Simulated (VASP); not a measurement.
# BeSe (F-43m) in VASP: G0W0 quasiparticle levels with PBE

Aim: the G0W0 quasiparticle levels of BeSe with PBE.

Everything below comes from runs of VASP 6.6.1. Logs are shortened: lines on timing, memory, paths and dates and some standing lists are left out, and cuts for length are marked.

**1. The cell of the first run**

It takes space group F-43m (No. 216, cubic). The conventional cell has a = 5.110 Å, b = 5.110 Å, c = 5.110 Å, α = 90.00°, β = 90.00°, γ = 90.00°. Be (site symmetry -43m) has 4 Se at 2.21 Å within 2.9 Å. Within 2.9 Å of Se (site symmetry -43m) lie 4 Be at 2.21 Å.

**2. G0W0 quasiparticle levels, PBE**

File POSCAR:

```
BeSe
1.0
    0.0000000000      2.5552250208      2.5552250208
    2.5552250208      0.0000000000      2.5552250208
    2.5552250208      2.5552250208      0.0000000000
Be Se
1 1
Direct
    0.0000000000      0.0000000000      0.0000000000
    0.2500000000      0.2500000000      0.2500000000
```

File INCAR.step1:

```
SYSTEM = BeSe
PREC = Accurate ; ENCUT = 500
EDIFF = 1E-8 ; ISMEAR = 0
SIGMA = 0.01 ; LREAL = .FALSE.
LASPH = .TRUE. ; NELM = 60
ALGO = Normal ; LWAVE = .TRUE.
LCHARG = .FALSE. ; GGA = PE
```

File INCAR.step2:

```
SYSTEM = BeSe
PREC = Accurate ; ENCUT = 500
EDIFF = 1E-8 ; ISMEAR = 0
SIGMA = 0.01 ; LREAL = .FALSE.
LASPH = .TRUE. ; NELM = 1
ALGO = Exact ; LWAVE = .TRUE.
LCHARG = .FALSE. ; GGA = PE
NBANDS = 143 ; LOPTICS = .TRUE.
ISTART = 1
```

File INCAR.step3:

```
SYSTEM = BeSe
PREC = Accurate ; ENCUT = 500
EDIFF = 1E-8 ; ISMEAR = 0
SIGMA = 0.01 ; LREAL = .FALSE.
LASPH = .TRUE. ; ALGO = EVGW0
LWAVE = .FALSE. ; LCHARG = .FALSE.
GGA = PE ; NELMGW = 1
NBANDS = 143 ; ENCUTGW = 150.0
NOMEGA = 96 ; PRECFOCK = Fast
ISTART = 1 ; NBANDSGW = 12
OMEGAMAX = 20
```

File KPOINTS:

```
regular mesh
0
G
  6 6 6
  0 0 0
```

Potentials or basis: VASP PAW PBE potentials, release 64 (Be_GW, Se_GW).

Run with:

```
> cat potpaw_PBE.64/Be_GW/POTCAR potpaw_PBE.64/Se_GW/POTCAR > POTCAR
> cp INCAR.step1 INCAR
> mpirun -np 1 vasp_std > vasp.out
> cp INCAR.step2 INCAR
> mpirun -np 1 vasp_std > vasp.out
> cp INCAR.step3 INCAR
> mpirun -np 1 vasp_std > vasp.out
```

OUTCAR:

```text
SYSTEM = BeSe
   PREC = Accurate
   ENCUT = 500
   EDIFF = 1E-8
   ISMEAR = 0
   LREAL = .FALSE.
   LASPH = .TRUE.
   GGA = PE
   NELMGW = 1
   ENCUTGW = 150.0
   PRECFOCK = Fast
   ISTART = 1

 ion  position               nearest neighbor table
   1  0.000  0.000  0.000-   2 2.21   2 2.21   2 2.21   2 2.21
   2  0.250  0.250  0.250-   1 2.21   1 2.21   1 2.21   1 2.21

  LATTYP: Found a face centered cubic cell.
 ALAT       =     5.1104500416

  Lattice vectors:

 A1 = (   0.0000000000,   2.5552250208,   2.5552250208)
 A2 = (   2.5552250208,   0.0000000000,   2.5552250208)
 A3 = (   2.5552250208,   2.5552250208,   0.0000000000)

Analysis of symmetry for initial positions (statically):
=====================================================================
 Subroutine PRICEL returns:
 Original cell was already a primitive cell.

 Routine SETGRP: Setting up the symmetry group for a
 face centered cubic supercell.

 Subroutine GETGRP returns: Found 24 space group operations
 (whereof 24 operations were pure point group operations)
 out of a pool of 48 trial point group operations.

The static configuration has the point symmetry T_d .

Analysis of symmetry for dynamics (positions and initial velocities):
=====================================================================
 Subroutine PRICEL returns:
 Original cell was already a primitive cell.

 Routine SETGRP: Setting up the symmetry group for a
 face centered cubic supercell.

 Subroutine GETGRP returns: Found 24 space group operations
 (whereof 24 operations were pure point group operations)
 out of a pool of 48 trial point group operations.

The dynamic configuration has the point symmetry T_d .

 Subroutine INISYM returns: Found 24 space group operations
 (whereof 24 operations are pure point group operations),
 and found     1 'primitive' translations

----------------------------------------------------------------------------------------

                                     Primitive cell

  volume of cell :      33.3670

  direct lattice vectors                    reciprocal lattice vectors
     0.000000000  2.555225021  2.555225021    -0.195677483  0.195677483  0.195677483
     2.555225021  0.000000000  2.555225021     0.195677483 -0.195677483  0.195677483
     2.555225021  2.555225021  0.000000000     0.195677483  0.195677483 -0.195677483

  length of vectors
     3.613633879  3.613633879  3.613633879     0.338923342  0.338923342  0.338923342

  position of ions in fractional coordinates (direct lattice)
     0.000000000  0.000000000  0.000000000
     0.250000000  0.250000000  0.250000000

  ion indices of the primitive-cell ions
   primitive index   ion index
                 1           1
                 2           2

----------------------------------------------------------------------------------------

 KPOINTS: regular mesh

Automatic generation of k-mesh.
 Grid dimensions read from file:
 generate k-points for:    6    6    6

 Generating k-lattice:

  Cartesian coordinates                     Fractional coordinates (reciprocal lattice)
    -0.032612914  0.032612914  0.032612914     0.166666667  0.000000000  0.000000000
     0.032612914 -0.032612914  0.032612914     0.000000000  0.166666667  0.000000000
     0.032612914  0.032612914 -0.032612914     0.000000000  0.000000000  0.166666667

  Length of vectors
     0.056487224  0.056487224  0.056487224

  Shift w.r.t. Gamma in fractional coordinates (k-lattice)
     0.000000000  0.000000000  0.000000000

 Subroutine IBZKPT returns following result:
 ===========================================

 Found     16 irreducible k-points:

 Following reciprocal coordinates:
            Coordinates               Weight
  0.000000  0.000000  0.000000      1.000000
  0.166667  0.000000  0.000000      8.000000
  0.333333  0.000000  0.000000      8.000000
  0.500000  0.000000  0.000000      4.000000
  0.166667  0.166667  0.000000      6.000000
  0.333333  0.166667  0.000000     24.000000
[... 8 lines left out ...]
 -0.333333  0.333333  0.166667     24.000000
 -0.333333  0.500000  0.166667     12.000000
   k-points           NKPTS =     16   k-points in BZ     NKDIM =    216   number of bands    NBANDS=    143
   number of dos      NEDOS =    301   number of ions     NIONS =      2
   total plane-waves  NPLWV =  21952
   dimension x,y,z NGX =    28 NGY =   28 NGZ =   28
   dimension x,y,z NGXF=    56 NGYF=   56 NGZF=   56
   ions per type =               1   1
   NGX,Y,Z   is equivalent  to a cutoff of  12.88, 12.88, 12.88 a.u.
   NGXF,Y,Z  is equivalent  to a cutoff of  25.76, 25.76, 25.76 a.u.
 SYSTEM =  BeSe
   PREC   = accura    normal or accurate (medium, high low for compatibility)
   ISTART =      1    job   : 0-new  1-cont  2-samecut
   ICHARG =      0    charge: 1-file 2-atom 10-const
   ISPIN  =      1    spin polarized calculation?
   LNONCOLLINEAR =      F non collinear calculations
   LSORBIT =      F    spin-orbit coupling
   LASPH  =      T    aspherical Exc in radial PAW
   ENCUT  =  500.0 eV  36.75 Ry    6.06 a.u.   6.59  6.59  6.59*2*pi/ulx,y,z
   NELM   =     60;   NELMIN=  2; NELMDL=  0     # of ELM steps
   EDIFF  = 0.1E-07   stopping-criterion for ELM
   LREAL  =      F    real-space projection
   EDIFFG = 0.1E-06   stopping-criterion for IOM
   NSW    =      0    number of steps for IOM
   IBRION =     -1    ionic relax: 0-MD 1-quasi-New 2-CG
   NFREE  =      0    steps in history (QN), initial steepest desc. (CG)
   ISIF   =      0    stress and relaxation
   ISYM   =      3    0-nonsym 1-usesym 2-fastsym
   POTIM  = 0.5000    time-step for ionic-motion
   TEBEG  =    0.0;   TEEND  =   0.0 temperature during run
   PSTRESS=    0.0 pullay stress
   NELECT =       8.0000    total number of electrons
   NUPDOWN=      -1.0000    fix difference up-down
   EMIN   =  10.00;   EMAX   =-10.00  energy-range for DOS
   EFERMI =   0.00;   METHOD = LEGACY
   ISMEAR =     0;   SIGMA  =   0.01  broadening in eV -4-tet -1-fermi 0-gaus
   EFERMI_NEDOS =   21; number of points for ismear=-14 and -15
   IALGO  =     38    algorithm
   IMIX   =      4    mixing-type and parameters
     AMIX     =   0.40;   BMIX     =  1.00
     AMIX_MAG =   1.60;   BMIX_MAG =  1.00
  volume/ion in A,a.u.               =      16.68       112.59
  Fermi-wavevector in a.u.,A,eV,Ry     =   1.017027  1.921902 14.073094  1.034343
  Thomas-Fermi vector in A             =   2.150404
   LORBIT       =      0    0 simple, 1 ext, 2 COOP (PROOUT), +10 PAW based schemes
   GGA     = PE    functional components
   LHFCALC =     T    Hartree Fock is set to
   PRECFOCK=fast      Normal, Fast or Accurate (Low or Medium for compatibility)
   ENCUT4O =  -1.0   cutoff for four orbital integrals eV
   NKREDX  =     1    reduce k-point grid by
   NKREDY  =     1    reduce k-point grid by
   NKREDZ  =     1    reduce k-point grid by
   AEXX    =    1.0000 exact exchange contribution
   HFSCREEN=    0.0000 screening length (either q_TF or 0.3 A-1)
   HFSCREENC=   0.0000 screening length for correlation (either q_TF or 0.3 A-1)
   ENCUTFOCK=  -1.0 apply spherical cutoff to Coloumb kernel
   IVDW    =     0    specifies the selected vdW correction
   LEPSILON=     F    determine dielectric tensor
   LRPA    =     F    only Hartree local field effects (RPA)
   LRPAFORCE           =     F    calculate RPA forces
   ENCUTGW             = 150.0    cutoff for response function in eV
   ENCUTGWSOFT         = 120.0    soft cutoff for Coulomb kernel in GW response function in eV
   ENCUTLF             =  -1.0    cutoff for local field effects
   NELMGW              =     1    number of iterations in solving QP/BSE equation
   NELMHF              =     1    number of iterations in the inner HF iteration
   NKREDLFX            =     1    NKREDLFY  =   1   NKREDLFZ  =   1
 non-spin polarized calculation
 Gauss-broadening in eV      SIGMA  =   0.01
  energy-cutoff  :      500.00
  volume of cell :       33.37
 maximum number of plane-waves:       869
 NGX is ok and might be reduce to    28
  NGX = 16; NGY = 16; NGZ = 16
   NGX = 13   NGY = 13   NGZ = 13
 maximum number of plane-waves:       150

 QP shifts <psi_nk| G(iteration)W_0 |psi_nk>: iteration 1
 for sc-GW calculations column KS-energies equals QP-energies in previous step
 and V_xc(KS)=  KS-energies - (<T + V_ion + V_H > + <T+V_H+V_ion>^1  + <V_x>^1)

 k-point   1 :       0.0000    0.0000    0.0000
  band No.  KS-energies  QP-energies   sigma(KS)   V_xc(KS)     V^pw_x(r,r')   Z            occupation Imag(sigma)

      1     -10.7275     -11.7504     -13.5808     -12.2048     -20.1397       0.7434       2.0000       1.3230
      2       3.2050       2.2700     -13.7457     -12.5671     -14.9407       0.7934       2.0000       0.0261
      3       3.2050       2.2700     -13.7457     -12.5671     -14.9407       0.7934       2.0000       0.0261
      4       3.2050       2.2700     -13.7457     -12.5671     -14.9407       0.7934       2.0000       0.0261
      5       7.6942       8.1897      -9.4591     -10.0787      -5.1972       0.7995       0.0000      -0.0591
      6       8.2085       8.6823      -9.3140      -9.9117      -5.0223       0.7928       0.0000      -0.0594
      7       8.2085       8.6823      -9.3140      -9.9117      -5.0223       0.7928       0.0000      -0.0594
      8       8.2085       8.6823      -9.3140      -9.9117      -5.0223       0.7928       0.0000      -0.0594
      9      15.3322      15.3409      -8.4058      -8.4175      -2.4513       0.7465       0.0000      -0.2606
     10      15.7812      16.1028      -9.6841     -10.0980      -4.3240       0.7772       0.0000      -0.2283
     11      15.7812      16.1028      -9.6841     -10.0980      -4.3240       0.7772       0.0000      -0.2283
     12      17.8350      17.8804      -8.1445      -8.2034      -2.1951       0.7700       0.0000      -0.3927

 k-point   2 :       0.1667    0.0000    0.0000
  band No.  KS-energies  QP-energies   sigma(KS)   V_xc(KS)     V^pw_x(r,r')   Z            occupation Imag(sigma)

      1     -10.4508     -11.4231     -13.6254     -12.3001     -20.1115       0.7336       2.0000       1.2657
      2       1.1495       0.1328     -12.9537     -11.6484     -14.6478       0.7789       2.0000       0.0379
      3       2.8493       1.9033     -13.5648     -12.3698     -14.8310       0.7916       2.0000       0.0272
      4       2.8493       1.9033     -13.5648     -12.3698     -14.8310       0.7916       2.0000       0.0272
      5       7.8101       8.2554      -9.3245      -9.8829      -5.1031       0.7976       0.0000      -0.0582
      6       8.7773       9.2614      -9.4621     -10.0763      -5.0281       0.7880       0.0000      -0.0639
      7       8.7773       9.2614      -9.4621     -10.0763      -5.0281       0.7880       0.0000      -0.0639
      8      10.1891      10.6905     -10.1278     -10.7726      -5.4207       0.7777       0.0000      -0.0769
      9      14.5630      14.8006      -9.0784      -9.3852      -3.8772       0.7745       0.0000      -0.1830
     10      14.5630      14.8006      -9.0784      -9.3852      -3.8772       0.7745       0.0000      -0.1830
     11      15.4870      15.5325      -8.1056      -8.1659      -2.2393       0.7544       0.0000      -0.2721
     12      17.6400      17.6648      -8.3447      -8.3769      -2.2995       0.7700       0.0000      -0.4718
[... 196 lines left out ...]
      1      -8.9586      -9.7467     -14.1231     -13.0472     -20.1390       0.7325       2.0000       0.9942
      2      -1.7683      -2.9370     -12.3683     -10.7839     -15.2364       0.7377       2.0000       0.0869
      3      -0.3753      -1.4995     -12.6428     -11.1668     -14.9349       0.7616       2.0000       0.0571
      4       0.7333      -0.3155     -12.7377     -11.3833     -14.5777       0.7744       2.0000       0.0413
      5       8.9018       9.1709      -9.0645      -9.4024      -4.7642       0.7966       0.0000      -0.0636
      6       9.3439       9.7710      -9.3678      -9.9112      -4.7585       0.7861       0.0000      -0.0709
      7      12.0234      12.4744      -9.8998     -10.4951      -4.6487       0.7576       0.0000      -0.1117
      8      12.3283      12.7938      -9.4077     -10.0264      -3.9261       0.7525       0.0000      -0.1239
      9      13.7942      14.1372      -9.7067     -10.1582      -4.3461       0.7596       0.0000      -0.1639
     10      17.9717      18.4027      -9.9985     -10.5710      -3.5912       0.7530       0.0000      -0.4933
     11      18.4278      18.7036      -9.7061     -10.0676      -3.3698       0.7631       0.0000      -0.5597
     12      19.8757      20.0210      -8.5199      -8.7080      -2.3302       0.7726       0.0000      -0.5989

 k-point  16 :      -0.3333    0.5000    0.1667
  band No.  KS-energies  QP-energies   sigma(KS)   V_xc(KS)     V^pw_x(r,r')   Z            occupation Imag(sigma)

      1      -8.8248      -9.5928     -14.1717     -13.1208     -20.1433       0.7308       2.0000       0.9684
      2      -1.5787      -2.7667     -12.6142     -11.0046     -15.4791       0.7381       2.0000       0.0829
      3      -0.3092      -1.4257     -12.6180     -11.1535     -14.8620       0.7623       2.0000       0.0553
      4      -0.0438      -1.1176     -12.4041     -11.0053     -14.4648       0.7677       2.0000       0.0499
      5       7.8058       8.0694      -8.9886      -9.3171      -4.8396       0.8025       0.0000      -0.0589
      6       9.1523       9.4665      -9.2186      -9.6149      -4.8019       0.7929       0.0000      -0.0655
      7      12.2118      12.6811      -9.5314     -10.1525      -4.1180       0.7556       0.0000      -0.1246
      8      12.9340      13.4038      -9.9532     -10.5817      -4.4409       0.7474       0.0000      -0.1372
      9      16.8511      17.1970     -10.3583     -10.8265      -3.9873       0.7386       0.0000      -0.4334
     10      16.9832      17.4387      -9.8345     -10.4421      -3.5905       0.7497       0.0000      -0.3910
     11      19.3537      19.7512      -9.7008     -10.2202      -3.3483       0.7653       0.0000      -0.5506
     12      20.2810      20.5150      -9.5358      -9.8319      -3.1517       0.7900       0.0000      -0.7802
```

It took 4.1 min on 1 thread of Intel Xeon 6975P-C (Granite Rapids), shared host; peak memory 0.74 GiB.

What came out:

| Quantity | Value |
| --- | --- |
| Quasiparticle gap | 3.70 eV |
| Least direct quasiparticle gap | 5.92 eV |
| Band gap of the starting levels on the mesh | 2.58 eV |
| Least direct gap of the starting levels on the mesh | 4.49 eV |

Caveat: bands, screening cutoff and mesh are small and nothing is extrapolated, so the quasiparticle values aren't converged.
